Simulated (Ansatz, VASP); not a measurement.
AlN: VASP beside Ansatz

File POSCAR:

```
AlN
1.0
   -3.1066653375      0.0000000000      0.0000000000
   -1.5533326688     -2.6904511034      0.0000000000
    0.0000000000      0.0000000000     10.2068096770
Al N
4 4
Direct
    0.3333333333      0.3333333333      0.6385631245
    0.3333333333      0.3333333333      0.1508098504
    0.6666666667      0.6666666667      0.8824397616
    0.6666666667      0.6666666667      0.3946864875
    0.3333333333      0.3333333333      0.8246966979
    0.3333333333      0.3333333333      0.3369434238
    0.6666666667      0.6666666667      0.0930667867
    0.6666666667      0.6666666667      0.5808200608
```

Contents of INCAR.step1:

```
  ALGO = Normal
  EDIFF = 1E-4
  ENCUT = 520
  GGA = PE
  ISMEAR = 0
  LASPH = T
  LCHARG = F
  LREAL = F
  LWAVE = T
  NBANDS = 26
  NELM = 100
  PREC = Accurate
  SIGMA = 0.05
```

INCAR.step2

```
  ALGO = Normal
  EDIFF = 1E-6
  ENCUT = 520
  ISIF = 2
  ISMEAR = 0
  ISTART = 1
  LASPH = T
  LCHARG = F
  LMIXTAU = T
  LREAL = F
  LWAVE = F
  METAGGA = R2SCAN
  NBANDS = 26
  NELM = 100
  PREC = Accurate
  SIGMA = 0.05
```

Contents of KPOINTS:

```
k-points
0
Gamma
  8 8 3
```

Input for Ansatz:

```yaml
crystal:
  lattice:
    - [-3.1066653375, 0.0, 0.0]
    - [-1.5533326688, -2.6904511034, 0.0]
    - [0.0, 0.0, 10.206809677]
  atoms:
    - { symbol: Al, position: [0.3333333333, 0.3333333333, 0.6385631245] }
    - { symbol: Al, position: [0.3333333333, 0.3333333333, 0.1508098504] }
    - { symbol: Al, position: [0.6666666667, 0.6666666667, 0.8824397616] }
    - { symbol: Al, position: [0.6666666667, 0.6666666667, 0.3946864875] }
    - { symbol: "N", position: [0.3333333333, 0.3333333333, 0.8246966979] }
    - { symbol: "N", position: [0.3333333333, 0.3333333333, 0.3369434238] }
    - { symbol: "N", position: [0.6666666667, 0.6666666667, 0.0930667867] }
    - { symbol: "N", position: [0.6666666667, 0.6666666667, 0.5808200608] }
basis:
  ecutwfc: 500
kpoints:
  mp_grid: { grid: [8, 8, 3] }
hamiltonian:
  xc: r2scan
scf:
  occupations: { method: gaussian, width: 0.05 }
output:
  forces: true
  stress: true
  eigenvalues: true
```

Alike in both runs: task single point; functional r2SCAN; k mesh 8 × 8 × 3; occupations gaussian, width 0.05 eV; no spin polarisation.

|  | VASP | Ansatz |
| --- | --- | --- |
| version | VASP 6.6.1 | Ansatz 0.2.0 |
| potentials or method | VASP PAW PBE potentials, release 64 (Al, N), cutoff 520 eV | scalar-relativistic, plane waves, PAW |
| valence electrons in the cell | 32 | 32 |

Ansatz gave:

- gap on the k mesh at the Fermi level (eV): 4.40
- least direct gap on the mesh (eV): 4.40
- pressure (GPa): -3.3
- traceless stress, the component that is largest in VASP (GPa): -5.20
- rms of the force components (eV/Å): 0.515

**Question.** Which values does VASP return?

**Answer.** gap on the k mesh at the Fermi level (eV): 4.44; least direct gap on the mesh (eV): 4.44; pressure (GPa): -3.7; traceless stress, the component that is largest in VASP (GPa): -5.25; rms of the force components (eV/Å): 0.515.

VASP's potentials were made for PBE, not for r2SCAN. Atom by atom the forces differ by 0.002 eV/Å (rms over components).
